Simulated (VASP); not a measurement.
Set up this calculation in VASP 6.6.1, as the native input.

```
Task                   : relaxation of cell and atoms
Functional             : PBE
Potentials or basis    : VASP PAW PBE potentials, release 64 (B, Bi_d)
Cutoff                 : 600 eV
k mesh                 : 17 × 17 × 17
Occupations            : fermi-dirac, width 0.1 eV
Spin                   : no spin polarisation
Target pressure        : 290 GPa
Dipole correction      : no
Further INCAR settings : ALGO = Normal; EDIFF = 1e-06; IBRION = 2; EDIFFG = -0.005; NSW = 32; ISIF = 3
```

The structure of BiB (rocksalt type) lies in POSCAR:

```
BiB
1.0
    0.0000000000      2.0752173923      2.0752173923
    2.0752173923      0.0000000000      2.0752173923
    2.0752173923      2.0752173923      0.0000000000
B Bi
1 1
Direct
    0.0000000000      0.0000000000      0.0000000000
    0.5000000000      0.5000000000      0.5000000000
```

One way to write it, as run:

INCAR

```
  PREC = Accurate
  ENCUT = 600
  EDIFF = 1E-6
  ISMEAR = -1
  SIGMA = 0.1
  LREAL = F
  LASPH = T
  NELM = 60
  ALGO = Normal
  ISIF = 3
  LWAVE = F
  LCHARG = F
  GGA = PE
  IBRION = 2
  NSW = 32
  EDIFFG = -0.005
  PSTRESS = 2900.0
```

KPOINTS

```
regular mesh
0
Gamma
  17 17 17
```

Potentials or basis: VASP PAW PBE potentials, release 64 (B, Bi_d).

Launch:

```console
$ cat potpaw_PBE.64/B/POTCAR potpaw_PBE.64/Bi_d/POTCAR > POTCAR
$ mpirun -np 1 vasp_std > vasp.out
```

Results of the run:

```json
{"Relaxed volume": "8.93 Å³/atom", "Relaxed cell": "a = 2.934 Å, b = 2.934 Å, c = 2.934 Å, α = 60.00°, β = 60.00°, γ = 60.00°", "Space group after relaxing (to 0.05 Å)": "Fm-3m (No. 225)", "Energy change on relaxing (the enthalpy is what falls)": "+8.7 meV/atom", "Ionic steps": "6", "Pressure after relaxing": "289.9 GPa", "Band gap on the k mesh": "zero (band 9 reaches 22.17 eV, above the bottom of band 10 at 19.91 eV)"}
```

Caveat: the cell is relaxed towards a set pressure, so the enthalpy falls and the energy may rise; spin-orbit coupling is left out, which moves the levels of the heavy elements.

Wall time 34 s on 1 thread of Intel(R) Xeon(R) 6975P-C (Granite Rapids), on a shared host, peak memory 0.18 GiB.
